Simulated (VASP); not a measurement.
The system is BN.

```
B N
1.0
     0.00000    1.80750    1.80750
     1.80750    0.00000    1.80750
     1.80750    1.80750    0.00000
B N
1 1
Cartesian
  0.0000 0.0000 0.0000
  2.7112 2.7112 2.7112
```

Base run:

* Program: VASP 6.6.1
* Functional: PBE
* Dispersion: D3(BJ)
* Potentials or basis: VASP PAW PBE potentials, release 64 (B, N)
* Cutoff: 600 eV
* k mesh: 12 × 12 × 12
* Occupations: gaussian, width 0.05 eV
* Spin: no spin polarisation

Its results: band gap on the k mesh 4.46 eV (least direct gap 8.82 eV); pressure -2.7 GPa.

The run is repeated on the same cell with these changes: dispersion from D3(BJ) to none. What comes out?

Band gap on the k mesh 4.46 eV (least direct gap 8.82 eV); pressure 3.0 GPa.

Dispersion adds attraction, which lowers the pressure at fixed volume and, as a term added to the energy, leaves the levels alone.

Caveats: the cell stands under pressure (at least some runs).

A k mesh can miss the band edges.
